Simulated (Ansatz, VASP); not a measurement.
# One calculation of Be, two programs

```
Be
1.0
     2.25402    0.00000    0.00000
    -1.12701    1.95204    0.00000
     0.00000    0.00000    3.56073
Be
2
Direct
  0.33333 0.66667 0.25000
  0.66667 0.33333 0.75000
```

Alike in both runs: functional PBEsol; k mesh 22 × 22 × 12; occupations fermi-dirac, width 0.05 eV; no spin polarisation.

Ansatz relaxed the structure, and its values are those at the end. VASP's run is a single point on that final structure, the one shown.

```csv
,VASP,Ansatz
version,VASP 6.6.1,Ansatz 0.2.0
potentials or method,"VASP PAW PBE potentials, release 64 (Be)","PAW with Ansatz's default frozen-core files, scalar-relativistic"
plane-wave cutoff (eV),520,420
valence electrons in the cell,4,4
```

Ansatz gave:

* pressure (GPa): 0.0

Question: Estimate VASP's values.

Answer: Pressure (GPa): 0.4.

VASP's potentials were made for PBE, not for PBEsol.
